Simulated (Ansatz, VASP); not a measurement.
## Two plane-wave programs on HfO2

File INCAR:

```
SYSTEM = HfO2
PREC = Accurate
ENCUT = 520
EDIFF = 1E-7
ISMEAR = 0
SIGMA = 0.05
LREAL = .False.
LASPH = .True.
NELM = 80
ALGO = Normal
ISIF = 2
LWAVE = .False.
LCHARG = .False.
GGA = PE
NBANDS = 31
```

File KPOINTS:

```
Automatic mesh
0
Gamma
  6 6 8
  0 0 0
```

The input POSCAR:

```
HfO2
1.0
    0.0000000000     -2.5488057612     -2.5488057612
   -2.5488057612      0.0000000000     -2.5488057612
    2.5488057612      2.5488057612     -5.0976115224
Hf O
2 4
Direct
   -0.0280303339     -0.0280303339      0.0000005012
    0.5280303339      0.5280303339      0.4999994988
    0.1277538941      0.1277538941      0.6249997099
    0.6222461059      0.6222461059      0.1250002901
    0.3722461059      0.3722461059      0.8750002901
    0.8777538941      0.8777538941      0.3749997099
```

Input for Ansatz:

```yaml
crystal:
  lattice:
    - [0.0, -2.5488057612, -2.5488057612]
    - [-2.5488057612, 0.0, -2.5488057612]
    - [2.5488057612, 2.5488057612, -5.0976115224]
  atoms:
    - { symbol: Hf, position: [-0.0280303339, -0.0280303339, 5.012e-07] }
    - { symbol: Hf, position: [0.5280303339, 0.5280303339, 0.4999994988] }
    - { symbol: O, position: [0.1277538941, 0.1277538941, 0.6249997099] }
    - { symbol: O, position: [0.6222461059, 0.6222461059, 0.1250002901] }
    - { symbol: O, position: [0.3722461059, 0.3722461059, 0.8750002901] }
    - { symbol: O, position: [0.8777538941, 0.8777538941, 0.3749997099] }
basis:
  ecutwfc: 420
kpoints:
  mp_grid: { grid: [6, 6, 8] }
hamiltonian:
  xc: pbe
scf:
  occupations: { method: gaussian, width: 0.05 }
output:
  forces: true
  stress: true
  eigenvalues: true
```

Change from the starting cell: mode 4 (81.9 1/cm) frozen in, largest displacement +0.175 Å.

Alike in both runs: task single point; functional PBE; k mesh 6 × 6 × 8; occupations gaussian, width 0.05 eV; no spin polarisation.

```csv
,VASP,Ansatz
version,VASP 6.6.1,Ansatz 0.2.0
potentials or method,"VASP PAW PBE potentials, release 64 (Hf_pv, O), cutoff 520 eV","scalar-relativistic, plane waves, PAW"
valence electrons in the cell,44,76
```

```tsv
	VASP	Ansatz	Ansatz less VASP
gap on the k mesh at the Fermi level (eV)	3.92	3.92	-0.006
least direct gap on the mesh (eV)	3.92	3.92	-0.002
pressure (GPa)	-0.9	2.6	+3.53
traceless stress, the component that is largest in VASP (GPa)	1.53	1.55	+0.016
rms of the force components (eV/Å)	0.336	0.352	+0.0162
```

Atom by atom the forces differ by 0.026 eV/Å (rms over components). The functional is the same, so the differences come from potentials, cutoffs and numerics. VASP's potentials hold 44 valence electrons a cell and Ansatz's 76, so a difference there can come from the potentials and not from the codes.

Neither program's run includes spin-orbit coupling.
